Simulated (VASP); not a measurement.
# SrB3Pt (Pm-3m) in VASP: a series of runs

Runs on SrB3Pt. Level: PBE. Tasks: single point, relaxation of cell and atoms.

Program: VASP 6.6.1. These are calculated values, not measurements. Logs are shortened: lines on timing, memory, paths and dates and some standing lists are left out, and cuts for length are marked.

**1. The cell of the first run**

Symmetry: Pm-3m, No. 221, cubic system. Conventional cell: a = 4.235 Å, b = 4.235 Å, c = 4.235 Å, α = 90.00°, β = 90.00°, γ = 90.00°. Sr (site symmetry m-3m) has 12 B at 2.99 Å and 8 Pt at 3.67 Å within 3.9 Å. B (site symmetry 4/mmm) has 2 Pt at 2.12 Å within 2.8 Å. Within 2.8 Å of Pt (site symmetry m-3m) lie 6 B at 2.12 Å.

The cell was generated, and may not be a known phase.

**2. Single point, PBE**

Input file INCAR:

```
PREC = Accurate
ENCUT = 520
EDIFF = 1E-6
ISMEAR = 0
SIGMA = 0.1
LREAL = F
LASPH = T
NELM = 100
ALGO = Normal
ISIF = 2
LWAVE = F
LCHARG = F
GGA = PE
NBANDS = 22
```

Input file KPOINTS:

```
Automatic mesh
0
Gamma
  10 10 10
```

Input file POSCAR:

```
SrB3Pt
1.0
    4.2346866334      0.0000000000      0.0000000000
    0.0000000000      4.2346866334      0.0000000000
    0.0000000000      0.0000000000      4.2346866334
Sr B Pt
1 3 1
Direct
    0.0000000000      0.0000000000      0.0000000000
    0.0000000000      0.5000000000      0.5000000000
    0.5000000000      0.0000000000      0.5000000000
    0.5000000000      0.5000000000      0.0000000000
    0.5000000000      0.5000000000      0.5000000000
```

Potentials or basis: VASP PAW PBE potentials, release 64 (Sr_sv, B, Pt).

Run with:

```sh
$ cat potpaw_PBE.64/Sr_sv/POTCAR potpaw_PBE.64/B/POTCAR potpaw_PBE.64/Pt/POTCAR > POTCAR
$ mpirun -np 1 vasp_std > vasp.out
```

OUTCAR:

```text
PREC = Accurate
   ENCUT = 520
   EDIFF = 1E-6
   ISMEAR = 0
   LREAL = F
   LASPH = T
   NELM = 100
   ISIF = 2
   GGA = PE

 ion  position               nearest neighbor table
   1  0.000  0.000  0.000-   2 2.99   3 2.99   4 2.99   2 2.99   3 2.99   2 2.99   4 2.99   2 2.99
                             3 2.99   4 2.99   3 2.99   4 2.99   5 3.67   5 3.67   5 3.67   5 3.67
   2  0.000  0.500  0.500-   5 2.12   5 2.12   1 2.99   1 2.99   1 2.99   1 2.99
   3  0.500  0.000  0.500-   5 2.12   5 2.12   1 2.99   1 2.99   1 2.99   1 2.99
   4  0.500  0.500  0.000-   5 2.12   5 2.12   1 2.99   1 2.99   1 2.99   1 2.99
   5  0.500  0.500  0.500-   2 2.12   3 2.12   4 2.12   4 2.12   3 2.12   2 2.12   1 3.67   1 3.67
                             1 3.67   1 3.67   1 3.67   1 3.67   1 3.67   1 3.67

  LATTYP: Found a simple cubic cell.
 ALAT       =     4.2346866334

  Lattice vectors:

 A1 = (   4.2346866334,   0.0000000000,   0.0000000000)
 A2 = (   0.0000000000,   4.2346866334,   0.0000000000)
 A3 = (   0.0000000000,   0.0000000000,   4.2346866334)

Analysis of symmetry for initial positions (statically):
=====================================================================
 Subroutine PRICEL returns:
 Original cell was already a primitive cell.

 Routine SETGRP: Setting up the symmetry group for a
 simple cubic supercell.

 Subroutine GETGRP returns: Found 48 space group operations
 (whereof 48 operations were pure point group operations)
 out of a pool of 48 trial point group operations.

The static configuration has the point symmetry O_h .

Analysis of symmetry for dynamics (positions and initial velocities):
=====================================================================
 Subroutine PRICEL returns:
 Original cell was already a primitive cell.

 Routine SETGRP: Setting up the symmetry group for a
 simple cubic supercell.

 Subroutine GETGRP returns: Found 48 space group operations
 (whereof 48 operations were pure point group operations)
 out of a pool of 48 trial point group operations.

The dynamic configuration has the point symmetry O_h .

 Subroutine INISYM returns: Found 48 space group operations
 (whereof 48 operations are pure point group operations),
 and found     1 'primitive' translations

----------------------------------------------------------------------------------------

                                     Primitive cell

  volume of cell :      75.9388

  direct lattice vectors                    reciprocal lattice vectors
     4.234686633  0.000000000  0.000000000     0.236144982  0.000000000  0.000000000
     0.000000000  4.234686633  0.000000000     0.000000000  0.236144982  0.000000000
     0.000000000  0.000000000  4.234686633     0.000000000  0.000000000  0.236144982

  length of vectors
     4.234686633  4.234686633  4.234686633     0.236144982  0.236144982  0.236144982

  position of ions in fractional coordinates (direct lattice)
     0.000000000  0.000000000  0.000000000
     0.000000000  0.500000000  0.500000000
     0.500000000  0.000000000  0.500000000
     0.500000000  0.500000000  0.000000000
     0.500000000  0.500000000  0.500000000

  ion indices of the primitive-cell ions
   primitive index   ion index
                 1           1
                 2           2
                 3           3
                 4           4
                 5           5

----------------------------------------------------------------------------------------

 KPOINTS: Automatic mesh

Automatic generation of k-mesh.
 Grid dimensions read from file:
 generate k-points for:   10   10   10

 Generating k-lattice:

  Cartesian coordinates                     Fractional coordinates (reciprocal lattice)
     0.023614498  0.000000000  0.000000000     0.100000000  0.000000000  0.000000000
     0.000000000  0.023614498  0.000000000     0.000000000  0.100000000  0.000000000
     0.000000000  0.000000000  0.023614498     0.000000000  0.000000000  0.100000000

  Length of vectors
     0.023614498  0.023614498  0.023614498

  Shift w.r.t. Gamma in fractional coordinates (k-lattice)
     0.000000000  0.000000000  0.000000000

 Subroutine IBZKPT returns following result:
 ===========================================

 Found     56 irreducible k-points:

 Following reciprocal coordinates:
            Coordinates               Weight
  0.000000  0.000000  0.000000      1.000000
  0.100000  0.000000  0.000000      6.000000
  0.200000  0.000000  0.000000      6.000000
  0.300000  0.000000  0.000000      6.000000
  0.400000  0.000000  0.000000      6.000000
  0.500000  0.000000  0.000000      3.000000
[... 16 lines left out ...]
  0.200000  0.100000  0.100000     24.000000
  0.300000  0.100000  0.100000     24.000000
 [... further k-points ...]
   k-points           NKPTS =     56   k-points in BZ     NKDIM =     56   number of bands    NBANDS=     22
   number of dos      NEDOS =    301   number of ions     NIONS =      5
   total plane-waves  NPLWV =  32768
   dimension x,y,z NGX =    32 NGY =   32 NGZ =   32
   dimension x,y,z NGXF=    64 NGYF=   64 NGZF=   64
   ions per type =               1   3   1
   NGX,Y,Z   is equivalent  to a cutoff of  12.56, 12.56, 12.56 a.u.
   NGXF,Y,Z  is equivalent  to a cutoff of  25.13, 25.13, 25.13 a.u.
 SYSTEM =  unknown system
   PREC   = accura    normal or accurate (medium, high low for compatibility)
   ISTART =      0    job   : 0-new  1-cont  2-samecut
   ICHARG =      2    charge: 1-file 2-atom 10-const
   ISPIN  =      1    spin polarized calculation?
   LNONCOLLINEAR =      F non collinear calculations
   LSORBIT =      F    spin-orbit coupling
   LASPH  =      T    aspherical Exc in radial PAW
   ENCUT  =  520.0 eV  38.22 Ry    6.18 a.u.   7.87  7.87  7.87*2*pi/ulx,y,z
   NELM   =    100;   NELMIN=  2; NELMDL= -5     # of ELM steps
   EDIFF  = 0.1E-05   stopping-criterion for ELM
   LREAL  =      F    real-space projection
   EDIFFG = 0.1E-04   stopping-criterion for IOM
   NSW    =      0    number of steps for IOM
   IBRION =     -1    ionic relax: 0-MD 1-quasi-New 2-CG
   NFREE  =      0    steps in history (QN), initial steepest desc. (CG)
   ISIF   =      2    stress and relaxation
   ISYM   =      2    0-nonsym 1-usesym 2-fastsym
   POTIM  = 0.5000    time-step for ionic-motion
   TEBEG  =    0.0;   TEEND  =   0.0 temperature during run
   PSTRESS=    0.0 pullay stress
   NELECT =      29.0000    total number of electrons
   NUPDOWN=      -1.0000    fix difference up-down
   EMIN   =  10.00;   EMAX   =-10.00  energy-range for DOS
   EFERMI =   0.00;   METHOD = LEGACY
   ISMEAR =     0;   SIGMA  =   0.10  broadening in eV -4-tet -1-fermi 0-gaus
   EFERMI_NEDOS =   21; number of points for ismear=-14 and -15
   IALGO  =     38    algorithm
   IMIX   =      4    mixing-type and parameters
     AMIX     =   0.40;   BMIX     =  1.00
     AMIX_MAG =   1.60;   BMIX_MAG =  1.00
  volume/ion in A,a.u.               =      15.19       102.49
  Fermi-wavevector in a.u.,A,eV,Ry     =   1.187735  2.244494 19.193935  1.410714
  Thomas-Fermi vector in A             =   2.323880
   LORBIT       =      0    0 simple, 1 ext, 2 COOP (PROOUT), +10 PAW based schemes
   GGA     = PE    functional components
   LHFCALC =     F    Hartree Fock is set to
   AEXX    =    0.0000 exact exchange contribution
   IVDW    =     0    specifies the selected vdW correction
   LEPSILON=     F    determine dielectric tensor
   LRPA    =     F    only Hartree local field effects (RPA)
 non-spin polarized calculation
 Gauss-broadening in eV      SIGMA  =   0.10
  energy-cutoff  :      520.00
  volume of cell :       75.94
 maximum number of plane-waves:      2060
 NGX is ok and might be reduce to    32
   NGX = 15   NGY = 15   NGZ = 15

 number of electron      29.0000001 magnetization

 Free energy of the ion-electron system (eV)
  ---------------------------------------------------
  ext. energy  EPLUGINS =         0.00000000
  ---------------------------------------------------
  free energy    TOTEN  =       -24.26948692 eV

  energy without entropy =      -24.23387504  energy(sigma->0) =      -24.25168098

 E-fermi :   5.8947     XC(G=0): -10.6789

 val. band max:        5.8918457251   @ k =   0.5000   0.4000   0.4000
 cond. band min:       5.8958373475   @ k =   0.4000   0.2000   0.1000
 fundamental gap:      0.0039916223
 Fermi energy:         5.8947217477

 k-point     1 :       0.0000    0.0000    0.0000
  band No.  band energies     occupation
      1     -29.0782      2.00000
      2     -11.1684      2.00000
      3     -11.1684      2.00000
      4     -11.1684      2.00000
      5      -5.4611      2.00000
      6      -2.8966      2.00000
[... 14 lines left out ...]
     21       8.2132      0.00000
     22       9.3588      0.00000

 k-point     2 :       0.1000    0.0000    0.0000
  band No.  band energies     occupation
      1     -29.0775      2.00000
      2     -11.1934      2.00000
      3     -11.1662      2.00000
      4     -11.1662      2.00000
      5      -5.3696      2.00000
      6      -2.8831      2.00000
[... 14 lines left out ...]
     21       8.1780      0.00000
     22       9.6635      0.00000

 k-point     3 :       0.2000    0.0000    0.0000
  band No.  band energies     occupation
      1     -29.0756      2.00000
      2     -11.2574      2.00000
      3     -11.1606      2.00000
      4     -11.1606      2.00000
      5      -5.1105      2.00000
      6      -2.8468      2.00000
[... 14 lines left out ...]
     21       8.1991      0.00000
     22      10.3463      0.00000
[... 476 lines left out ...]
 k-point    23 :       0.2000    0.1000    0.1000
  band No.  band energies     occupation
      1     -29.0742      2.00000
      2     -11.2512      2.00000
      3     -11.1830      2.00000
      4     -11.1773      2.00000
      5      -4.9506      2.00000
      6      -2.7912      2.00000
[... 14 lines left out ...]
     21       8.8045      0.00000
     22      10.4702      0.00000

 k-point    24 :       0.3000    0.1000    0.1000
  band No.  band energies     occupation
      1     -29.0720      2.00000
      2     -11.3237      2.00000
      3     -11.1740      2.00000
      4     -11.1698      2.00000
      5      -4.5994      2.00000
      6      -2.7526      2.00000
[... 14 lines left out ...]
     21       9.1685      0.00000
     22      10.7865      0.00000

 [... further k-points ...]
[... 5 lines left out ...]
  --------------------------------------------------------------------------------------
  -------------------------------------------------------------------------------------
  Total        0.0022298      0.0022298      0.0022298      0.0000000     -0.0000000      0.0000000
  in kB        0.0470455      0.0470455      0.0470455      0.0000000     -0.0000000      0.0000000
  external PRESSURE =       0.0470455 kB  Pullay stress =       0.0000000 kB

 VOLUME and BASIS-vectors are now :
 -----------------------------------------------------------------------------
  energy-cutoff  :      520.00
  volume of cell :       75.94
      direct lattice vectors                 reciprocal lattice vectors
     4.234686633  0.000000000  0.000000000     0.236144982  0.000000000  0.000000000
     0.000000000  4.234686633  0.000000000     0.000000000  0.236144982  0.000000000
     0.000000000  0.000000000  4.234686633     0.000000000  0.000000000  0.236144982

 POSITION                                       TOTAL-FORCE (eV/Angst)
 -----------------------------------------------------------------------------------
      0.00000      0.00000      0.00000         0.000000      0.000000      0.000000
      0.00000      2.11734      2.11734         0.000000      0.000000      0.000000
      2.11734      0.00000      2.11734         0.000000      0.000000      0.000000
      2.11734      2.11734      0.00000         0.000000      0.000000      0.000000
      2.11734      2.11734      2.11734         0.000000      0.000000      0.000000
 -----------------------------------------------------------------------------------
    total drift:                                0.000000     -0.000000     -0.000000

  FREE ENERGIE OF THE ION-ELECTRON SYSTEM (eV)
  ---------------------------------------------------
  free  energy   TOTEN  =       -24.2694869169 eV

  energy  without entropy=      -24.2338750437  energy(sigma->0) =      -24.25168098
```

Wall time 29 s (1 thread of Intel Xeon 6975P-C (Granite Rapids), shared host); peak memory 0.23 GiB.

Results:

| Item | Value |
| --- | --- |
| Free energy | -24.2695 eV |
| Pressure | 0.0 GPa |
| Band gap on the k mesh | zero (an odd number of electrons rules out a gap without spin polarisation) |

Caveat: spin-orbit coupling is left out, which moves the levels of the heavy elements.

**3. Relaxation of cell and atoms, PBE**

This run uses another cell than the first one, of 15.08 Å³/atom.

Input file INCAR:

```
SYSTEM = SrB3Pt
PREC     = Accurate       ! precision mode
ENCUT    = 600            ! plane-wave cutoff, eV
EDIFF    = 1E-6           ! SCF threshold, eV
ISMEAR   = 0              ! smearing method
SIGMA    = 0.1            ! smearing width, eV
LREAL    = .False.        ! projectors in reciprocal space
LASPH    = .True.         ! aspherical terms in the spheres
NELM     = 100            ! most SCF steps
ALGO     = Normal         ! electronic algorithm
ISIF     = 3              ! what is computed and relaxed
LWAVE    = .False.        ! write WAVECAR
LCHARG   = .False.        ! write CHGCAR
GGA      = PE             ! functional
IBRION   = 2              ! ionic algorithm
NSW      = 100            ! ionic steps
EDIFFG   = -0.01          ! ionic threshold
```

Input file KPOINTS:

```
regular mesh
0
Gamma
  10 10 10
  0 0 0
```

POSCAR: that of step 2 with these lines changed.

```diff
@@ -2,5 +2,5 @@
 1.0
-    4.2346866334      0.0000000000      0.0000000000
-    0.0000000000      4.2346866334      0.0000000000
-    0.0000000000      0.0000000000      4.2346866334
+    4.2241904118      0.0000000000      0.0000000000
+    0.0000000000      4.2241904118      0.0000000000
+    0.0000000000      0.0000000000      4.2241904118
 Sr B Pt
```

Potentials or basis: VASP PAW PBE potentials, release 64 (Sr_sv, B, Pt).

Run with:

```sh
$ cat potpaw_PBE.64/Sr_sv/POTCAR potpaw_PBE.64/B/POTCAR potpaw_PBE.64/Pt/POTCAR > POTCAR
$ mpirun -np 1 vasp_std > vasp.out
```

Run time: 95 s. Hardware: 1 thread of Intel Xeon 6975P-C (Granite Rapids), shared host; peak memory 0.28 GiB.

It converged, with:

* Free energy: -24.2705 eV
* Relaxed volume: 15.19 Å³/atom
* Relaxed cell: a = 4.235 Å, b = 4.235 Å, c = 4.235 Å, α = 90.00°, β = 90.00°, γ = 90.00°
* Space group after relaxing (to 0.1 Å): Pm-3m (No. 221)
* Energy gained by relaxing: 0.3 meV/atom
* Ionic steps: 3
* Pressure after relaxing: 0.0 GPa
* Band gap on the k mesh: zero (an odd number of electrons rules out a gap without spin polarisation)

Step by step:
| step | energy change (eV) | largest force (eV/Å) | pressure (GPa) | volume (Å³) |
| --- | --- | --- | --- | --- |
| 1 | 0.0000 | 0.0000 | 0.92 | 75.38 |
| 2 | -0.0010 | 0.0000 | -0.58 | 76.33 |
| 3 | -0.0016 | 0.0000 | 0.01 | 75.95 |

Final structure:
```
Sr B Pt
1.0
     4.23491    0.00000    0.00000
     0.00000    4.23491    0.00000
     0.00000    0.00000    4.23491
Sr B Pt
1 3 1
Direct
  0.00000 0.00000 0.00000
  0.00000 0.50000 0.50000
  0.50000 0.00000 0.50000
  0.50000 0.50000 0.00000
  0.50000 0.50000 0.50000
```

Levels at points of the mesh, in eV from the Fermi level:
```tsv
k point	band 11	band 12	band 13	band 14	band 15	band 16	band 17	band 18
(0.00, 0.00, 0.00)	-3.19	-3.19	-3.19	-0.33	-0.33	0.74	0.74	0.74
(0.50, 0.00, 0.00)	-5.14	-3.05	-3.05	-1.60	-0.04	0.96	1.36	1.36
(0.50, 0.50, 0.00)	-5.94	-5.94	-1.44	-0.91	0.19	0.19	0.79	0.79
(0.50, 0.50, 0.50)	-6.51	-6.51	-6.51	0.20	0.20	0.20	3.21	3.21
```

Caveat: spin-orbit coupling is left out, which moves the levels of the heavy elements.
